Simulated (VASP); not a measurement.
A run of VASP 6.6.1 is set up as follows.

INCAR

```
ALGO     = Normal         # electronic algorithm
EDIFF    = 1E-6           # SCF threshold, eV
ENCUT    = 520            # plane-wave cutoff, eV
GGA      = PE             # functional
ISIF     = 2              # what is computed and relaxed
ISMEAR   = 0              # smearing method
LASPH    = T              # aspherical terms in the spheres
LCHARG   = F              # write CHGCAR
LREAL    = F              # projectors in reciprocal space
LWAVE    = F              # write WAVECAR
NBANDS   = 46             # bands
NELM     = 100            # most SCF steps
PREC     = Accurate       # precision mode
SIGMA    = 0.02           # smearing width, eV
```

File KPOINTS:

```
k-points
0
Gamma
  10 10 4
```

Contents of POSCAR:

```
In3GaP4
1.0
    4.1268334022      0.0000000000      0.0000000000
    0.0000000000      4.1268334022      0.0000000000
    0.0000000000      0.0000000000     11.7397796995
In Ga P
3 1 4
Direct
    0.0000000000      0.0000000000      0.7408587399
    0.5000000000      0.5000000000      0.0000000000
    0.0000000000      0.0000000000      0.2591412601
    0.5000000000      0.5000000000      0.5000000000
    0.5000000000      0.0000000000      0.8704023084
    0.0000000000      0.5000000000      0.1295976916
    0.5000000000      0.0000000000      0.3895503634
    0.0000000000      0.5000000000      0.6104496366
```

Potentials or basis: VASP PAW PBE potentials, release 64 (In_d, Ga_d, P).

Run with:

```console
$ cat potpaw_PBE.64/In_d/POTCAR potpaw_PBE.64/Ga_d/POTCAR potpaw_PBE.64/P/POTCAR > POTCAR
$ mpirun -np 1 vasp_std > vasp.out
```

Estimate the pressure.

0.0 GPa.

Predict the band gap on the k mesh.

0.56 eV.

Forces on the atoms (eV/Å):
```
In   0.000  0.000  0.001
In   0.000  0.000  0.000
In   0.000  0.000 -0.001
Ga   0.000  0.000  0.000
P    0.000  0.000 -0.001
P    0.000  0.000  0.001
P    0.000  0.000 -0.006
P    0.000  0.000  0.006
```

Caveat: spin-orbit coupling is left out, which moves the levels of the heavy elements.
